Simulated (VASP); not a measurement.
# V (Fd-3m) in VASP: further runs, part 2 of 2

VASP 6.6.1. The steps go on from the part before.

## 3. Single point, LDA (12.56 Å³/atom)

This run uses another cell than the first one, of 12.56 Å³/atom.

Contents of INCAR:

```
  PREC = Accurate
  ENCUT = 520
  EDIFF = 1E-6
  ISMEAR = -1
  SIGMA = 0.05
  LREAL = F
  LASPH = T
  NELM = 100
  ALGO = Normal
  ISIF = 2
  LWAVE = F
  LCHARG = T
  GGA = CA
  LELF = T
  LVHAR = T
  NBANDS = 20
```

Contents of KPOINTS:

```
regular mesh
0
Gamma
  13 13 13
```

Contents of POSCAR:

```
V
1.0
    0.0000000000      2.3245757878      2.3245757878
    2.3245757878      0.0000000000      2.3245757878
    2.3245757878      2.3245757878      0.0000000000
V
2
Direct
   -0.1250000000     -0.1250000000     -0.1250000000
    0.1250000000      0.1250000000      0.1250000000
```

Potentials or basis: VASP PAW LDA potentials, release 64 (V_sv).

Command:

```
$ cat potpaw_LDA.64/V_sv/POTCAR > POTCAR
$ mpirun -np 1 vasp_std > vasp.out
```

OUTCAR:

```text
PREC = Accurate
   ENCUT = 520
   EDIFF = 1E-6
   ISMEAR = -1
   LREAL = F
   LASPH = T
   NELM = 100
   ISIF = 2
   GGA = CA

 ion  position               nearest neighbor table
   1  0.875  0.875  0.875-   2 2.01   2 2.01   2 2.01   2 2.01
   2  0.125  0.125  0.125-   1 2.01   1 2.01   1 2.01   1 2.01

  LATTYP: Found a face centered cubic cell.
 ALAT       =     4.6491515756

  Lattice vectors:

 A1 = (   0.0000000000,   2.3245757878,   2.3245757878)
 A2 = (   2.3245757878,   0.0000000000,   2.3245757878)
 A3 = (   2.3245757878,   2.3245757878,   0.0000000000)

Analysis of symmetry for initial positions (statically):
=====================================================================
 Subroutine PRICEL returns:
 Original cell was already a primitive cell.

 Routine SETGRP: Setting up the symmetry group for a
 face centered cubic supercell.

 Subroutine GETGRP returns: Found 48 space group operations
 (whereof 12 operations were pure point group operations)
 out of a pool of 48 trial point group operations.

The static configuration has the point symmetry D_3d.
 The point group associated with its full space group is O_h .

Analysis of symmetry for dynamics (positions and initial velocities):
=====================================================================
 Subroutine PRICEL returns:
 Original cell was already a primitive cell.

 Routine SETGRP: Setting up the symmetry group for a
 face centered cubic supercell.

 Subroutine GETGRP returns: Found 48 space group operations
 (whereof 12 operations were pure point group operations)
 out of a pool of 48 trial point group operations.

The dynamic configuration has the point symmetry D_3d.
 The point group associated with its full space group is O_h .

 Subroutine INISYM returns: Found 48 space group operations
 (whereof 12 operations are pure point group operations),
 and found     1 'primitive' translations

----------------------------------------------------------------------------------------

                                     Primitive cell

  volume of cell :      25.1224

  direct lattice vectors                    reciprocal lattice vectors
     0.000000000  2.324575788  2.324575788    -0.215093009  0.215093009  0.215093009
     2.324575788  0.000000000  2.324575788     0.215093009 -0.215093009  0.215093009
     2.324575788  2.324575788  0.000000000     0.215093009  0.215093009 -0.215093009

  length of vectors
     3.287446606  3.287446606  3.287446606     0.372552019  0.372552019  0.372552019

  position of ions in fractional coordinates (direct lattice)
     0.875000000  0.875000000  0.875000000
     0.125000000  0.125000000  0.125000000

  ion indices of the primitive-cell ions
   primitive index   ion index
                 1           1
                 2           2

----------------------------------------------------------------------------------------

 KPOINTS: regular mesh

Automatic generation of k-mesh.
 Grid dimensions read from file:
 generate k-points for:   13   13   13

 Generating k-lattice:

  Cartesian coordinates                     Fractional coordinates (reciprocal lattice)
    -0.016545616  0.016545616  0.016545616     0.076923077  0.000000000  0.000000000
     0.016545616 -0.016545616  0.016545616     0.000000000  0.076923077  0.000000000
     0.016545616  0.016545616 -0.016545616     0.000000000  0.000000000  0.076923077

  Length of vectors
     0.028657848  0.028657848  0.028657848

  Shift w.r.t. Gamma in fractional coordinates (k-lattice)
     0.000000000  0.000000000  0.000000000

 Subroutine IBZKPT returns following result:
 ===========================================

 Found     84 irreducible k-points:

 Following reciprocal coordinates:
            Coordinates               Weight
  0.000000  0.000000  0.000000      1.000000
  0.076923  0.000000  0.000000      8.000000
  0.153846  0.000000  0.000000      8.000000
  0.230769  0.000000  0.000000      8.000000
  0.307692  0.000000  0.000000      8.000000
  0.384615  0.000000  0.000000      8.000000
[... 16 lines left out ...]
  0.384615  0.153846  0.000000     24.000000
  0.461538  0.153846  0.000000     24.000000
 [... further k-points ...]
   k-points           NKPTS =     84   k-points in BZ     NKDIM =     84   number of bands    NBANDS=     20
   number of dos      NEDOS =    301   number of ions     NIONS =      2
   total plane-waves  NPLWV =  13824
   dimension x,y,z NGX =    24 NGY =   24 NGZ =   24
   dimension x,y,z NGXF=    48 NGYF=   48 NGZF=   48
   ions per type =               2
   NGX,Y,Z   is equivalent  to a cutoff of  12.14, 12.14, 12.14 a.u.
   NGXF,Y,Z  is equivalent  to a cutoff of  24.27, 24.27, 24.27 a.u.
 SYSTEM =  unknown system
   PREC   = accura    normal or accurate (medium, high low for compatibility)
   ISTART =      0    job   : 0-new  1-cont  2-samecut
   ICHARG =      2    charge: 1-file 2-atom 10-const
   ISPIN  =      1    spin polarized calculation?
   LNONCOLLINEAR =      F non collinear calculations
   LSORBIT =      F    spin-orbit coupling
   LASPH  =      T    aspherical Exc in radial PAW
   ENCUT  =  520.0 eV  38.22 Ry    6.18 a.u.   6.11  6.11  6.11*2*pi/ulx,y,z
   NELM   =    100;   NELMIN=  2; NELMDL= -5     # of ELM steps
   EDIFF  = 0.1E-05   stopping-criterion for ELM
   LREAL  =      F    real-space projection
   EDIFFG = 0.1E-04   stopping-criterion for IOM
   NSW    =      0    number of steps for IOM
   IBRION =     -1    ionic relax: 0-MD 1-quasi-New 2-CG
   NFREE  =      0    steps in history (QN), initial steepest desc. (CG)
   ISIF   =      2    stress and relaxation
   ISYM   =      2    0-nonsym 1-usesym 2-fastsym
   POTIM  = 0.5000    time-step for ionic-motion
   TEBEG  =    0.0;   TEEND  =   0.0 temperature during run
   PSTRESS=    0.0 pullay stress
   NELECT =      26.0000    total number of electrons
   NUPDOWN=      -1.0000    fix difference up-down
   EMIN   =  10.00;   EMAX   =-10.00  energy-range for DOS
   EFERMI =   0.00;   METHOD = LEGACY
   ISMEAR =    -1;   SIGMA  =   0.05  broadening in eV -4-tet -1-fermi 0-gaus
   EFERMI_NEDOS =   21; number of points for ismear=-14 and -15
   IALGO  =     38    algorithm
   IMIX   =      4    mixing-type and parameters
     AMIX     =   0.40;   BMIX     =  1.00
     AMIX_MAG =   1.60;   BMIX_MAG =  1.00
  volume/ion in A,a.u.               =      12.56        84.77
  Fermi-wavevector in a.u.,A,eV,Ry     =   1.655944  3.129280 37.309210  2.742150
  Thomas-Fermi vector in A             =   2.743953
   LORBIT       =      0    0 simple, 1 ext, 2 COOP (PROOUT), +10 PAW based schemes
   GGA     = CA    functional components
   LHFCALC =     F    Hartree Fock is set to
   AEXX    =    0.0000 exact exchange contribution
   IVDW    =     0    specifies the selected vdW correction
   LEPSILON=     F    determine dielectric tensor
   LRPA    =     F    only Hartree local field effects (RPA)
 non-spin polarized calculation
  energy-cutoff  :      520.00
  volume of cell :       25.12
 maximum number of plane-waves:       688
   NGX = 13   NGY = 13   NGZ = 13

 number of electron      25.9999983 magnetization

 Free energy of the ion-electron system (eV)
  ---------------------------------------------------
  ext. energy  EPLUGINS =         0.00000000
  ---------------------------------------------------
  free energy    TOTEN  =       -14.20364459 eV

  energy without entropy =      -14.17635641  energy(sigma->0) =      -14.19000050

 E-fermi :  10.6810     XC(G=0): -13.1934

 val. band max:       10.6801745631   @ k =  -0.3077   0.1538   0.0000
 cond. band min:      10.7042446088   @ k =   0.4615   0.1538   0.0000
 fundamental gap:      0.0240700457
 Fermi energy:        10.6809945517

 k-point     1 :       0.0000    0.0000    0.0000
  band No.  band energies     occupation
      1     -52.9949      2.00000
      2     -50.8600      2.00000
      3     -27.4655      2.00000
      4     -27.4655      2.00000
      5     -27.4655      2.00000
      6     -25.3625      2.00000
[... 12 lines left out ...]
     19      16.1334      0.00000
     20      25.8386      0.00000
[... 507 lines left out ...]
 k-point    24 :       0.4615    0.1538    0.0000
  band No.  band energies     occupation
      1     -52.4670      2.00000
      2     -51.4486      2.00000
      3     -27.9668      2.00000
      4     -27.8407      2.00000
      5     -27.2147      2.00000
      6     -25.5530      2.00000
[... 12 lines left out ...]
     19      15.9069      0.00000
     20      17.9488      0.00000

 [... further k-points ...]

------------------------ aborting loop because EDIFF is reached ----------------------------------------

  FORCE on cell =-STRESS in cart. coord.  units (eV):
  Direction    XX          YY          ZZ          XY          YZ          ZX
  --------------------------------------------------------------------------------------
  -------------------------------------------------------------------------------------
  Total        6.7852522      6.7852522      6.7852522     -0.0000000     -0.0000000     -0.0000000
  in kB      432.7284527    432.7284527    432.7284527     -0.0000000     -0.0000000     -0.0000000
  external PRESSURE =     432.7284527 kB  Pullay stress =       0.0000000 kB

 VOLUME and BASIS-vectors are now :
 -----------------------------------------------------------------------------
  energy-cutoff  :      520.00
  volume of cell :       25.12
      direct lattice vectors                 reciprocal lattice vectors
     0.000000000  2.324575788  2.324575788    -0.215093009  0.215093009  0.215093009
     2.324575788  0.000000000  2.324575788     0.215093009 -0.215093009  0.215093009
     2.324575788  2.324575788  0.000000000     0.215093009  0.215093009 -0.215093009

 POSITION                                       TOTAL-FORCE (eV/Angst)
 -----------------------------------------------------------------------------------
      4.06801      4.06801      4.06801         0.000000     -0.000000      0.000000
      0.58114      0.58114      0.58114        -0.000000      0.000000     -0.000000
 -----------------------------------------------------------------------------------
    total drift:                                0.000000      0.000000      0.000000

  FREE ENERGIE OF THE ION-ELECTRON SYSTEM (eV)
  ---------------------------------------------------
  free  energy   TOTEN  =       -14.2036445943 eV

  energy  without entropy=      -14.1763564053  energy(sigma->0) =      -14.19000050
```

OSZICAR:

```text
N       E                     dE             d eps       ncg     rms          rms(c)
DAV:   1     0.340498927616E+03    0.34050E+03   -0.16408E+04  3368   0.157E+03
DAV:   2    -0.457726631562E+01   -0.34508E+03   -0.33776E+03  3424   0.503E+02
DAV:   3    -0.143295068180E+02   -0.97522E+01   -0.96122E+01  3700   0.103E+02
DAV:   4    -0.144174388516E+02   -0.87932E-01   -0.87853E-01  3560   0.102E+01
DAV:   5    -0.144186192285E+02   -0.11804E-02   -0.11804E-02  3692   0.115E+00    0.355E+01
DAV:   6    -0.142021505089E+02    0.21647E+00   -0.10239E+00  3744   0.998E+00    0.169E+01
DAV:   7    -0.142025930547E+02   -0.44255E-03   -0.18984E-02  3496   0.139E+00    0.534E+00
DAV:   8    -0.142036656782E+02   -0.10726E-02   -0.22756E-03  3660   0.364E-01    0.569E-02
DAV:   9    -0.142036490279E+02    0.16650E-04   -0.52451E-05  3544   0.905E-02    0.184E-02
DAV:  10    -0.142036446255E+02    0.44023E-05   -0.22614E-06  2952   0.179E-02    0.458E-03
DAV:  11    -0.142036445943E+02    0.31218E-07   -0.13847E-07  1784   0.398E-03
   1 F= -.14203645E+02 E0= -.14190000E+02  d E =-.272882E-01
```

Run time: 17 s. Hardware: 1 thread of Intel Xeon Platinum 8375C at 2.90GHz (Ice Lake), shared host; peak memory 0.15 GiB.

Results:

| Quantity | Value |
| --- | --- |
| Free energy | -14.2036 eV |
| Pressure | 43.3 GPa |
| Band gap on the k mesh | zero (bands 13 and 14 overlap by 2.38 eV) |

Caveat: atoms lie so close that the PAW spheres overlap strongly, which falsifies energies and pressures; the cell stands under pressure.
